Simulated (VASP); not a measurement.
# Si (P6_3/mmc) in VASP: single point with PBEsol

Aim: the single point of Si with PBEsol.

Everything below comes from runs of VASP 6.6.1. Logs are shortened: lines on timing, memory, paths and dates and some standing lists are left out, and cuts for length are marked.

**1. The cell of the first run**

The structure is hexagonal, space group P6_3/mmc (No. 194). Conventional cell: a = 3.820 Å, b = 3.820 Å, c = 6.320 Å, α = 90.00°, β = 90.00°, γ = 120.00°. Within 3.1 Å of Si (site symmetry 3m) lie 4 Si at 2.35 to 2.36 Å.

This isn't the form of Si at room conditions, which is diamond.

**2. Single point, PBEsol, non-collinear spin, zero start, spin-orbit coupling**

INCAR

```
PREC = Accurate
ENCUT = 520
EDIFF = 1E-6
ISMEAR = 0
SIGMA = 0.01
LREAL = False
LASPH = True
NELM = 150
ALGO = Normal
ISIF = 2
LWAVE = False
LCHARG = True
MAGMOM = 0 0 0 0 0 0 0 0 0 0 0 0
LORBIT = 11
LSORBIT = True
GGA_COMPAT = False
LORBMOM = True
GGA = PS
LVHAR = True
NBANDS = 30
```

KPOINTS

```
regular mesh
0
Gamma
  9 9 6
```

POSCAR

```
Si
1.0
    3.8200000000      0.0000000000      0.0000000000
   -1.9100000000      3.3082170425      0.0000000000
    0.0000000000      0.0000000000      6.3200000000
Si
4
Direct
    0.3333333333      0.6666666667      0.0000518342
    0.6666666667      0.3333333333      0.5000518342
    0.3333333333      0.6666666667      0.3739481658
    0.6666666667      0.3333333333      0.8739481658
```

Potentials or basis: VASP PAW PBE potentials, release 64 (Si).

Command:

```bash
cat potpaw_PBE.64/Si/POTCAR > POTCAR
mpirun -np 1 vasp_ncl > vasp.out
```

OUTCAR:

```text
PREC = Accurate
   ENCUT = 520
   EDIFF = 1E-6
   ISMEAR = 0
   LREAL = False
   LASPH = True
   NELM = 150
   ISIF = 2
   LORBIT = 11
   LSORBIT = True
   GGA = PS

 ion  position               nearest neighbor table
   1  0.333  0.667  0.000-   4 2.35   4 2.35   4 2.35   3 2.36
   2  0.667  0.333  0.500-   3 2.35   3 2.35   3 2.35   4 2.36
   3  0.333  0.667  0.374-   2 2.35   2 2.35   2 2.35   1 2.36
   4  0.667  0.333  0.874-   1 2.35   1 2.35   1 2.35   2 2.36

  LATTYP: Found a hexagonal cell.
 ALAT       =     3.8200000000
 C/A-ratio  =     1.6544502618

  Lattice vectors:

 A1 = (   3.8200000000,   0.0000000000,   0.0000000000)
 A2 = (  -1.9100000000,   3.3082170425,   0.0000000000)
 A3 = (   0.0000000000,   0.0000000000,   6.3200000000)

Analysis of symmetry for initial positions (statically):
=====================================================================
 Subroutine PRICEL returns:
 Original cell was already a primitive cell.

 Routine SETGRP: Setting up the symmetry group for a
 hexagonal supercell.

 Subroutine GETGRP returns: Found 24 space group operations
 (whereof  6 operations were pure point group operations)
 out of a pool of 24 trial point group operations.

The static configuration has the point symmetry C_3v.
 The point group associated with its full space group is D_6h.

Analysis of symmetry for dynamics (positions and initial velocities):
=====================================================================
 Subroutine PRICEL returns:
 Original cell was already a primitive cell.

 Routine SETGRP: Setting up the symmetry group for a
 hexagonal supercell.

 Subroutine GETGRP returns: Found 24 space group operations
 (whereof  6 operations were pure point group operations)
 out of a pool of 24 trial point group operations.

The dynamic configuration has the point symmetry C_3v.
 The point group associated with its full space group is D_6h.

Analysis of structural, dynamic, and magnetic symmetry:
=====================================================================
 Subroutine PRICEL returns:
 Original cell was already a primitive cell.

 Routine SETGRP: Setting up the symmetry group for a
 hexagonal supercell.

 Subroutine GETGRP returns: Found 24 space group operations
 (whereof  6 operations were pure point group operations)
 out of a pool of 24 trial point group operations.

The overall configuration has the point symmetry C_3v.
 The point group associated with its full space group is D_6h.

 Subroutine INISYM returns: Found 24 space group operations
 (whereof  6 operations are pure point group operations),
 and found     1 'primitive' translations

----------------------------------------------------------------------------------------

                                     Primitive cell

  volume of cell :      79.8683

  direct lattice vectors                    reciprocal lattice vectors
     3.820000000  0.000000000  0.000000000     0.261780105  0.151138814  0.000000000
    -1.910000000  3.308217042  0.000000000     0.000000000  0.302277628  0.000000000
     0.000000000  0.000000000  6.320000000     0.000000000  0.000000000  0.158227848

  length of vectors
     3.820000000  3.820000000  6.320000000     0.302277628  0.302277628  0.158227848

  position of ions in fractional coordinates (direct lattice)
     0.333333333  0.666666667  0.000051834
     0.666666667  0.333333333  0.500051834
     0.333333333  0.666666667  0.373948166
     0.666666667  0.333333333  0.873948166

  ion indices of the primitive-cell ions
   primitive index   ion index
                 1           1
                 2           2
                 3           3
                 4           4

----------------------------------------------------------------------------------------

 KPOINTS: regular mesh

Automatic generation of k-mesh.
 Grid dimensions read from file:
 generate k-points for:    9    9    6

 Generating k-lattice:

  Cartesian coordinates                     Fractional coordinates (reciprocal lattice)
     0.029086678  0.016793202  0.000000000     0.111111111  0.000000000  0.000000000
     0.000000000  0.033586403  0.000000000     0.000000000  0.111111111  0.000000000
     0.000000000  0.000000000  0.026371308     0.000000000  0.000000000  0.166666667

  Length of vectors
     0.033586403  0.033586403  0.026371308

  Shift w.r.t. Gamma in fractional coordinates (k-lattice)
     0.000000000  0.000000000  0.000000000

 Subroutine IBZKPT returns following result:
[... 54 lines left out ...]
   NFREE  =      0    steps in history (QN), initial steepest desc. (CG)
   ISIF   =      2    stress and relaxation
   ISYM   =      2    0-nonsym 1-usesym 2-fastsym
   POTIM  = 0.5000    time-step for ionic-motion
   TEBEG  =    0.0;   TEEND  =   0.0 temperature during run
   PSTRESS=    0.0 pullay stress
   NELECT =      16.0000    total number of electrons
   NUPDOWN=      -1.0000    fix difference up-down
   EMIN   =  10.00;   EMAX   =-10.00  energy-range for DOS
   EFERMI =   0.00;   METHOD = LEGACY
   ISMEAR =     0;   SIGMA  =   0.01  broadening in eV -4-tet -1-fermi 0-gaus
   EFERMI_NEDOS =   21; number of points for ismear=-14 and -15
   IALGO  =     38    algorithm
   IMIX   =      4    mixing-type and parameters
     AMIX     =   0.40;   BMIX     =  1.00
     AMIX_MAG =   1.60;   BMIX_MAG =  1.00
  volume/ion in A,a.u.               =      19.97       134.74
  Fermi-wavevector in a.u.,A,eV,Ry     =   0.957907  1.810182 12.484513  0.917586
  Thomas-Fermi vector in A             =   2.086967
   LORBIT       =     11    0 simple, 1 ext, 2 COOP (PROOUT), +10 PAW based schemes
   GGA     = PS    functional components
   LHFCALC =     F    Hartree Fock is set to
   AEXX    =    0.0000 exact exchange contribution
   IVDW    =     0    specifies the selected vdW correction
   LEPSILON=     F    determine dielectric tensor
   LRPA    =     F    only Hartree local field effects (RPA)
 Gauss-broadening in eV      SIGMA  =   0.01
  energy-cutoff  :      520.00
  volume of cell :       79.87
 maximum number of plane-waves:      4350
   NGX = 15   NGY = 15   NGZ = 23

 number of electron      16.0000000 magnetization       0.0000000      0.0000000      0.0000000

 number of electron      15.9999999 magnetization      -0.0000000     -0.0000000      0.0000000

 number of electron      15.9999999 magnetization       0.0000000     -0.0000000      0.0000000

 Free energy of the ion-electron system (eV)
  ---------------------------------------------------
  ext. energy  EPLUGINS =         0.00000000
  ---------------------------------------------------
  free energy    TOTEN  =       -22.94680911 eV

  energy without entropy =      -22.94680911  energy(sigma->0) =      -22.94680911

 E-fermi :   6.1461     XC(G=0):  -9.5591

 val. band max:        6.0981875675   @ k =   0.0000   0.0000   0.0000
 cond. band min:       6.4041517648   @ k =   0.4444   0.0000   0.0000
 fundamental gap:      0.3059641974
 Fermi energy:         6.1461321641

 k-point     1 :       0.0000    0.0000    0.0000
  band No.  band energies     occupation
      1      -6.2063      1.00000
      2      -6.2063      1.00000
      3      -3.8908      1.00000
      4      -3.8908      1.00000
      5      -1.2297      1.00000
      6      -1.2297      1.00000
[... 733 lines left out ...]
     27      11.8905      0.00000
     28      11.8905      0.00000

 [... further k-points ...]

 [bands above 28 left out]

------------------------ aborting loop because EDIFF is reached ----------------------------------------

  FORCE on cell =-STRESS in cart. coord.  units (eV):
  Direction    XX          YY          ZZ          XY          YZ          ZX
  --------------------------------------------------------------------------------------
  -------------------------------------------------------------------------------------
  Total        0.2269361      0.2269361      0.1768131      0.0000000     -0.0000000      0.0000000
  in kB        4.5523927      4.5523927      3.5469140      0.0000000     -0.0000000      0.0000000
  external PRESSURE =       4.2172331 kB  Pullay stress =       0.0000000 kB

 VOLUME and BASIS-vectors are now :
 -----------------------------------------------------------------------------
  energy-cutoff  :      520.00
  volume of cell :       79.87
      direct lattice vectors                 reciprocal lattice vectors
     3.820000000  0.000000000  0.000000000     0.261780105  0.151138814  0.000000000
    -1.910000000  3.308217042  0.000000000     0.000000000  0.302277628  0.000000000
     0.000000000  0.000000000  6.320000000     0.000000000  0.000000000  0.158227848

 POSITION                                       TOTAL-FORCE (eV/Angst)
 -----------------------------------------------------------------------------------
     -0.00000      2.20548      0.00033        -0.000000      0.000000     -0.000295
      1.91000      1.10274      3.16033         0.000000     -0.000000     -0.000295
     -0.00000      2.20548      2.36335        -0.000000     -0.000000      0.000295
      1.91000      1.10274      5.52335         0.000000      0.000000      0.000295
 -----------------------------------------------------------------------------------
    total drift:                               -0.000000      0.000000      0.000000

  FREE ENERGIE OF THE ION-ELECTRON SYSTEM (eV)
  ---------------------------------------------------
  free  energy   TOTEN  =       -22.9468091141 eV

  energy  without entropy=      -22.9468091141  energy(sigma->0) =      -22.94680911

 orbital moment (x)

 # of ion     p       tot
 --------------------------------
  1         0.000   0.000
  2        -0.000  -0.000
  3        -0.000  -0.000
  4         0.000   0.000
 --------------------------------
           -0.000  -0.000

 orbital moment (y)

 # of ion     p       tot
 --------------------------------
  1        -0.000  -0.000
  2         0.000   0.000
  3         0.000   0.000
  4        -0.000  -0.000
 --------------------------------
            0.000   0.000

 orbital moment (z)

 # of ion     p       tot
 --------------------------------
  1         0.000   0.000
  2         0.000   0.000
  3         0.000   0.000
  4         0.000   0.000
 --------------------------------
            0.000   0.000

 Spin-Orbit-Coupling matrix elements

 Ion:    1  E_soc:     -0.0003247
 l=   1
     0.0000000    -0.0000541    -0.0000541
    -0.0000541     0.0000000    -0.0000541
    -0.0000541    -0.0000541     0.0000000
 l=   2
     0.0000000     0.0000000     0.0000000     0.0000000     0.0000000
     0.0000000     0.0000000     0.0000000     0.0000000     0.0000000
     0.0000000     0.0000000     0.0000000     0.0000000     0.0000000
     0.0000000     0.0000000     0.0000000     0.0000000     0.0000000
     0.0000000     0.0000000     0.0000000     0.0000000     0.0000000
 l=   3
     0.0000000     0.0000000     0.0000000     0.0000000     0.0000000     0.0000000     0.0000000
     0.0000000     0.0000000     0.0000000     0.0000000     0.0000000     0.0000000     0.0000000
     0.0000000     0.0000000     0.0000000     0.0000000     0.0000000     0.0000000     0.0000000
     0.0000000     0.0000000     0.0000000     0.0000000     0.0000000     0.0000000     0.0000000
[... 49 lines left out ...]
 l=   2
     0.0000000     0.0000000     0.0000000     0.0000000     0.0000000
     0.0000000     0.0000000     0.0000000     0.0000000     0.0000000
     0.0000000     0.0000000     0.0000000     0.0000000     0.0000000
     0.0000000     0.0000000     0.0000000     0.0000000     0.0000000
     0.0000000     0.0000000     0.0000000     0.0000000     0.0000000
 l=   3
     0.0000000     0.0000000     0.0000000     0.0000000     0.0000000     0.0000000     0.0000000
     0.0000000     0.0000000     0.0000000     0.0000000     0.0000000     0.0000000     0.0000000
     0.0000000     0.0000000     0.0000000     0.0000000     0.0000000     0.0000000     0.0000000
     0.0000000     0.0000000     0.0000000     0.0000000     0.0000000     0.0000000     0.0000000
     0.0000000     0.0000000     0.0000000     0.0000000     0.0000000     0.0000000     0.0000000
     0.0000000     0.0000000     0.0000000     0.0000000     0.0000000     0.0000000     0.0000000
     0.0000000     0.0000000     0.0000000     0.0000000     0.0000000     0.0000000     0.0000000

 total charge

# of ion       s       p       d       tot
------------------------------------------
    1        0.751   0.940   0.000   1.692
    2        0.751   0.940   0.000   1.692
    3        0.751   0.940   0.000   1.692
    4        0.751   0.940   0.000   1.692
--------------------------------------------------
tot          3.006   3.761   0.000   6.767

 magnetization (x)

# of ion       s       p       d       tot
------------------------------------------
    1        0.000  -0.000   0.000  -0.000
    2       -0.000   0.000   0.000  -0.000
    3       -0.000   0.000   0.000  -0.000
    4        0.000   0.000   0.000   0.000
--------------------------------------------------
tot         -0.000  -0.000   0.000  -0.000

 magnetization (y)

# of ion       s       p       d       tot
------------------------------------------
    1        0.000   0.000   0.000   0.000
    2        0.000   0.000   0.000   0.000
    3        0.000  -0.000   0.000  -0.000
    4        0.000  -0.000   0.000  -0.000
--------------------------------------------------
tot          0.000   0.000   0.000   0.000

 magnetization (z)

# of ion       s       p       d       tot
------------------------------------------
    1        0.000  -0.000   0.000  -0.000
    2        0.000  -0.000   0.000   0.000
    3       -0.000  -0.000   0.000  -0.000
    4       -0.000   0.000   0.000   0.000
--------------------------------------------------
tot          0.000  -0.000   0.000  -0.000
```

Wall time 2.8 min (1 thread of Intel Xeon Platinum 8259CL at 2.50GHz (Skylake/Cascade Lake), shared host); peak memory 0.41 GiB.

What came out:

```
Free energy                                           : -22.9468 eV
Pressure                                              : 0.4 GPa
Net moment                                            : 0.00 μB per cell
Valence electrons inside the program's atomic spheres : Si 1.69
```

Stress tensor (GPa, compression positive):
```
0.46 0.00 0.00
0.00 0.46 0.00
0.00 0.00 0.35
```

Moments on the atoms (μB; x, y, z):
```
Si  0.00 0.00 0.00
Si  0.00 0.00 0.00
Si  0.00 0.00 0.00
Si  0.00 0.00 0.00
```

Caveat: the PAW data sets were made with another functional, which shifts forces and pressure a little.
